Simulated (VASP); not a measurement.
# TaAl4 (Im-3m) in VASP: further runs

Runs on TaAl4. Level: PBE. Tasks: single point, relaxation of cell and atoms.

All numbers are computed with VASP 6.6.1; they aren't measurements. Logs are shortened: lines on timing, memory, paths and dates and some standing lists are left out, and cuts for length are marked.

**1. The cell of the first run**

It takes space group Im-3m (No. 229, cubic). The conventional cell has a = 5.451 Å, b = 5.451 Å, c = 5.451 Å, α = 90.00°, β = 90.00°, γ = 90.00°. Ta (site symmetry m-3m) has 8 Al at 2.36 Å within 3.1 Å. Within 3.1 Å of Al (site symmetry -3m) lie 2 Ta at 2.36 Å and 6 Al at 2.73 Å.

**2. Single point, PBE**

File INCAR:

```
SYSTEM = TaAl4
PREC     = Accurate       ! precision mode
ENCUT    = 520            ! plane-wave cutoff, eV
EDIFF    = 1E-6           ! SCF threshold, eV
ISMEAR   = 0              ! smearing method
SIGMA    = 0.1            ! smearing width, eV
LREAL    = .FALSE.        ! projectors in reciprocal space
LASPH    = .TRUE.         ! aspherical terms in the spheres
NELM     = 100            ! most SCF steps
ALGO     = Normal         ! electronic algorithm
ISIF     = 2              ! what is computed and relaxed
LWAVE    = .FALSE.        ! write WAVECAR
LCHARG   = .FALSE.        ! write CHGCAR
GGA      = PE             ! functional
NBANDS   = 20             ! bands
```

File KPOINTS:

```
regular mesh
0
G
  4 4 4
  0 0 0
```

File POSCAR:

```
TaAl4
1.0
   -2.7256067500      2.7256067500      2.7256067500
    2.7256067500     -2.7256067500      2.7256067500
    2.7256067500      2.7256067500     -2.7256067500
Ta Al
1 4
Direct
    0.0000000000      0.0000000000      0.0000000000
    0.5000000000      0.5000000000      0.5000000000
    0.0000000000      0.0000000000      0.5000000000
    0.0000000000      0.5000000000      0.0000000000
    0.5000000000      0.0000000000      0.0000000000
```

Potentials or basis: VASP PAW PBE potentials, release 64 (Ta_pv, Al).

The run is started by

```bash
$ cat potpaw_PBE.64/Ta_pv/POTCAR potpaw_PBE.64/Al/POTCAR > POTCAR
$ mpirun -np 1 vasp_std > vasp.out
```

OUTCAR:

```text
SYSTEM = TaAl4
   PREC = Accurate
   ENCUT = 520
   EDIFF = 1E-6
   ISMEAR = 0
   LREAL = .FALSE.
   LASPH = .TRUE.
   NELM = 100
   ISIF = 2
   GGA = PE

 ion  position               nearest neighbor table
   1  0.000  0.000  0.000-   2 2.36   3 2.36   4 2.36   5 2.36   3 2.36   4 2.36   5 2.36   2 2.36

   2  0.500  0.500  0.500-   1 2.36   1 2.36   4 2.73   5 2.73   5 2.73   4 2.73   3 2.73   3 2.73

   3  0.000  0.000  0.500-   1 2.36   1 2.36   4 2.73   5 2.73   2 2.73   4 2.73   5 2.73   2 2.73

   4  0.000  0.500  0.000-   1 2.36   1 2.36   3 2.73   5 2.73   2 2.73   3 2.73   2 2.73   5 2.73

   5  0.500  0.000  0.000-   1 2.36   1 2.36   3 2.73   4 2.73   2 2.73   2 2.73   3 2.73   4 2.73

  LATTYP: Found a body centered cubic cell.
 ALAT       =     5.4512135000

  Lattice vectors:

 A1 = (  -2.7256067500,   2.7256067500,   2.7256067500)
 A2 = (   2.7256067500,  -2.7256067500,   2.7256067500)
 A3 = (   2.7256067500,   2.7256067500,  -2.7256067500)

Analysis of symmetry for initial positions (statically):
=====================================================================
 Subroutine PRICEL returns:
 Original cell was already a primitive cell.

 Routine SETGRP: Setting up the symmetry group for a
 body centered cubic supercell.

 Subroutine GETGRP returns: Found 48 space group operations
 (whereof 48 operations were pure point group operations)
 out of a pool of 48 trial point group operations.

The static configuration has the point symmetry O_h .

Analysis of symmetry for dynamics (positions and initial velocities):
=====================================================================
 Subroutine PRICEL returns:
 Original cell was already a primitive cell.

 Routine SETGRP: Setting up the symmetry group for a
 body centered cubic supercell.

 Subroutine GETGRP returns: Found 48 space group operations
 (whereof 48 operations were pure point group operations)
 out of a pool of 48 trial point group operations.

The dynamic configuration has the point symmetry O_h .

 Subroutine INISYM returns: Found 48 space group operations
 (whereof 48 operations are pure point group operations),
 and found     1 'primitive' translations

----------------------------------------------------------------------------------------

                                     Primitive cell

  volume of cell :      80.9934

  direct lattice vectors                    reciprocal lattice vectors
    -2.725606750  2.725606750  2.725606750     0.000000000  0.183445392  0.183445392
     2.725606750 -2.725606750  2.725606750     0.183445392  0.000000000  0.183445392
     2.725606750  2.725606750 -2.725606750     0.183445392  0.183445392  0.000000000

  length of vectors
     4.720889372  4.720889372  4.720889372     0.259430962  0.259430962  0.259430962

  position of ions in fractional coordinates (direct lattice)
     0.000000000  0.000000000  0.000000000
     0.500000000  0.500000000  0.500000000
     0.000000000  0.000000000  0.500000000
     0.000000000  0.500000000  0.000000000
     0.500000000  0.000000000  0.000000000

  ion indices of the primitive-cell ions
   primitive index   ion index
                 1           1
                 2           2
                 3           3
                 4           4
                 5           5

----------------------------------------------------------------------------------------

 KPOINTS: regular mesh

Automatic generation of k-mesh.
 Grid dimensions read from file:
 generate k-points for:    4    4    4

 Generating k-lattice:

  Cartesian coordinates                     Fractional coordinates (reciprocal lattice)
     0.000000000  0.045861348  0.045861348     0.250000000  0.000000000  0.000000000
     0.045861348  0.000000000  0.045861348     0.000000000  0.250000000  0.000000000
     0.045861348  0.045861348  0.000000000     0.000000000  0.000000000  0.250000000

  Length of vectors
     0.064857741  0.064857741  0.064857741

  Shift w.r.t. Gamma in fractional coordinates (k-lattice)
     0.000000000  0.000000000  0.000000000

 Subroutine IBZKPT returns following result:
 ===========================================

 Found      8 irreducible k-points:

 Following reciprocal coordinates:
            Coordinates               Weight
  0.000000  0.000000  0.000000      1.000000
  0.250000  0.000000  0.000000     12.000000
  0.500000  0.000000  0.000000      6.000000
  0.250000  0.250000  0.000000     24.000000
  0.250000  0.250000  0.250000      2.000000
 -0.250000  0.250000  0.250000      6.000000
  0.500000  0.500000  0.250000     12.000000
  0.500000  0.500000  0.500000      1.000000
   k-points           NKPTS =      8   k-points in BZ     NKDIM =      8   number of bands    NBANDS=     20
   number of dos      NEDOS =    301   number of ions     NIONS =      5
   total plane-waves  NPLWV =  46656
   dimension x,y,z NGX =    36 NGY =   36 NGZ =   36
   dimension x,y,z NGXF=    72 NGYF=   72 NGZF=   72
   ions per type =               1   4
   NGX,Y,Z   is equivalent  to a cutoff of  12.68, 12.68, 12.68 a.u.
   NGXF,Y,Z  is equivalent  to a cutoff of  25.35, 25.35, 25.35 a.u.
 SYSTEM =  TaAl4
   PREC   = accura    normal or accurate (medium, high low for compatibility)
   ISTART =      0    job   : 0-new  1-cont  2-samecut
   ICHARG =      2    charge: 1-file 2-atom 10-const
   ISPIN  =      1    spin polarized calculation?
   LNONCOLLINEAR =      F non collinear calculations
   LSORBIT =      F    spin-orbit coupling
   LASPH  =      T    aspherical Exc in radial PAW
   ENCUT  =  520.0 eV  38.22 Ry    6.18 a.u.   8.78  8.78  8.78*2*pi/ulx,y,z
   NELM   =    100;   NELMIN=  2; NELMDL= -5     # of ELM steps
   EDIFF  = 0.1E-05   stopping-criterion for ELM
   LREAL  =      F    real-space projection
   EDIFFG = 0.1E-04   stopping-criterion for IOM
   NSW    =      0    number of steps for IOM
   IBRION =     -1    ionic relax: 0-MD 1-quasi-New 2-CG
   NFREE  =      0    steps in history (QN), initial steepest desc. (CG)
   ISIF   =      2    stress and relaxation
   ISYM   =      2    0-nonsym 1-usesym 2-fastsym
   POTIM  = 0.5000    time-step for ionic-motion
   TEBEG  =    0.0;   TEEND  =   0.0 temperature during run
   PSTRESS=    0.0 pullay stress
   NELECT =      23.0000    total number of electrons
   NUPDOWN=      -1.0000    fix difference up-down
   EMIN   =  10.00;   EMAX   =-10.00  energy-range for DOS
   EFERMI =   0.00;   METHOD = LEGACY
   ISMEAR =     0;   SIGMA  =   0.10  broadening in eV -4-tet -1-fermi 0-gaus
   EFERMI_NEDOS =   21; number of points for ismear=-14 and -15
   IALGO  =     38    algorithm
   IMIX   =      4    mixing-type and parameters
     AMIX     =   0.40;   BMIX     =  1.00
     AMIX_MAG =   1.60;   BMIX_MAG =  1.00
  volume/ion in A,a.u.               =      16.20       109.31
  Fermi-wavevector in a.u.,A,eV,Ry     =   1.076054  2.033448 15.754093  1.157893
  Thomas-Fermi vector in A             =   2.211928
   LORBIT       =      0    0 simple, 1 ext, 2 COOP (PROOUT), +10 PAW based schemes
   GGA     = PE    functional components
   LHFCALC =     F    Hartree Fock is set to
   AEXX    =    0.0000 exact exchange contribution
   IVDW    =     0    specifies the selected vdW correction
   LEPSILON=     F    determine dielectric tensor
   LRPA    =     F    only Hartree local field effects (RPA)
 non-spin polarized calculation
 Gauss-broadening in eV      SIGMA  =   0.10
  energy-cutoff  :      520.00
  volume of cell :       80.99
 maximum number of plane-waves:      2214
   NGX = 17   NGY = 17   NGZ = 17

 number of electron      23.0000000 magnetization

 Free energy of the ion-electron system (eV)
  ---------------------------------------------------
  ext. energy  EPLUGINS =         0.00000000
  ---------------------------------------------------
  free energy    TOTEN  =       -22.28515691 eV

  energy without entropy =      -22.24878112  energy(sigma->0) =      -22.26696902

 E-fermi :   6.4128     XC(G=0): -10.6024

 val. band max:        6.4007937818   @ k =   0.2500   0.2500   0.0000
 cond. band min:       6.4544107967   @ k =   0.2500   0.0000   0.0000
 fundamental gap:      0.0536170150
 Fermi energy:         6.4128418956

 k-point     1 :       0.0000    0.0000    0.0000
  band No.  band energies     occupation
      1     -25.5896      2.00000
      2     -25.5896      2.00000
      3     -25.5896      2.00000
      4      -2.9373      2.00000
      5       3.5739      2.00000
      6       3.5739      2.00000
[... 12 lines left out ...]
     19      13.8042      0.00000
     20      13.8042      0.00000

 k-point     2 :       0.2500    0.0000    0.0000
  band No.  band energies     occupation
      1     -25.6002      2.00000
      2     -25.5946      2.00000
      3     -25.5898      2.00000
      4      -2.2493      2.00000
      5       2.3009      2.00000
      6       2.8795      2.00000
[... 12 lines left out ...]
     19      13.3198      0.00000
     20      13.9474      0.00000

 k-point     3 :       0.5000    0.0000    0.0000
  band No.  band energies     occupation
      1     -25.6107      2.00000
      2     -25.5997      2.00000
      3     -25.5900      2.00000
      4      -0.7064      2.00000
      5       0.1843      2.00000
      6       2.4380      2.00000
[... 12 lines left out ...]
     19      14.6816      0.00000
     20      14.9055      0.00000

 k-point     4 :       0.2500    0.2500    0.0000
  band No.  band energies     occupation
      1     -25.6075      2.00000
      2     -25.6000      2.00000
      3     -25.5928      2.00000
      4      -0.9656      2.00000
      5       1.4103      2.00000
      6       1.4159      2.00000
[... 12 lines left out ...]
     19      13.0797      0.00000
     20      15.0341      0.00000

 k-point     5 :       0.2500    0.2500    0.2500
  band No.  band energies     occupation
      1     -25.6003      2.00000
      2     -25.6003      2.00000
      3     -25.6003      2.00000
      4       0.4739      2.00000
      5       0.9463      2.00000
      6       0.9463      2.00000
[... 12 lines left out ...]
     19      13.7365      0.00000
     20      14.9560      0.00000

 k-point     6 :      -0.2500    0.2500    0.2500
  band No.  band energies     occupation
      1     -25.6004      2.00000
      2     -25.5997      2.00000
      3     -25.5997      2.00000
      4      -1.5659      2.00000
      5       2.5392      2.00000
      6       2.5392      2.00000
[... 12 lines left out ...]
     19      14.1152      0.00000
     20      14.1152      0.00000

 k-point     7 :       0.5000    0.5000    0.2500
  band No.  band energies     occupation
      1     -25.6104      2.00000
      2     -25.6048      2.00000
      3     -25.6000      2.00000
      4       0.0585      2.00000
      5       0.6601      2.00000
      6       2.2694      2.00000
[... 12 lines left out ...]
     19      14.0295      0.00000
     20      14.0400      0.00000

 k-point     8 :       0.5000    0.5000    0.5000
  band No.  band energies     occupation
      1     -25.6100      2.00000
      2     -25.6100      2.00000
      3     -25.6100      2.00000
      4       2.0225      2.00000
      5       2.0225      2.00000
      6       2.1267      2.00000
[... 12 lines left out ...]
     19      14.1087      0.00000
     20      14.1087      0.00000

------------------------ aborting loop because EDIFF is reached ----------------------------------------

  FORCE on cell =-STRESS in cart. coord.  units (eV):
  Direction    XX          YY          ZZ          XY          YZ          ZX
  --------------------------------------------------------------------------------------
  -------------------------------------------------------------------------------------
  Total       21.2921884     21.2921884     21.2921884      0.0000000      0.0000000     -0.0000000
  in kB      421.1931529    421.1931529    421.1931529      0.0000000      0.0000000     -0.0000000
  external PRESSURE =     421.1931529 kB  Pullay stress =       0.0000000 kB

 VOLUME and BASIS-vectors are now :
 -----------------------------------------------------------------------------
  energy-cutoff  :      520.00
  volume of cell :       80.99
      direct lattice vectors                 reciprocal lattice vectors
    -2.725606750  2.725606750  2.725606750     0.000000000  0.183445392  0.183445392
     2.725606750 -2.725606750  2.725606750     0.183445392  0.000000000  0.183445392
     2.725606750  2.725606750 -2.725606750     0.183445392  0.183445392  0.000000000

 POSITION                                       TOTAL-FORCE (eV/Angst)
 -----------------------------------------------------------------------------------
      0.00000      0.00000      0.00000         0.000000      0.000000      0.000000
      1.36280      1.36280      1.36280        -0.000000      0.000000      0.000000
      1.36280      1.36280     -1.36280         0.000000     -0.000000     -0.000000
      1.36280     -1.36280      1.36280        -0.000000      0.000000     -0.000000
     -1.36280      1.36280      1.36280         0.000000      0.000000      0.000000
 -----------------------------------------------------------------------------------
    total drift:                               -0.000000     -0.000000     -0.000000

  FREE ENERGIE OF THE ION-ELECTRON SYSTEM (eV)
  ---------------------------------------------------
  free  energy   TOTEN  =       -22.2851569147 eV

  energy  without entropy=      -22.2487811249  energy(sigma->0) =      -22.26696902
```

Wall time 6.7 s (1 thread of AMD EPYC 9R45 (Zen 5), shared host); peak memory 0.17 GiB.

What came out:

| Property | Result |
| --- | --- |
| Free energy | -22.2852 eV |
| Pressure | 42.1 GPa |

Caveat: the k points lie up to 0.41 Å⁻¹ apart; spin-orbit coupling is left out, which moves the levels of the heavy elements.

(Part 1 of 2 ends here.)
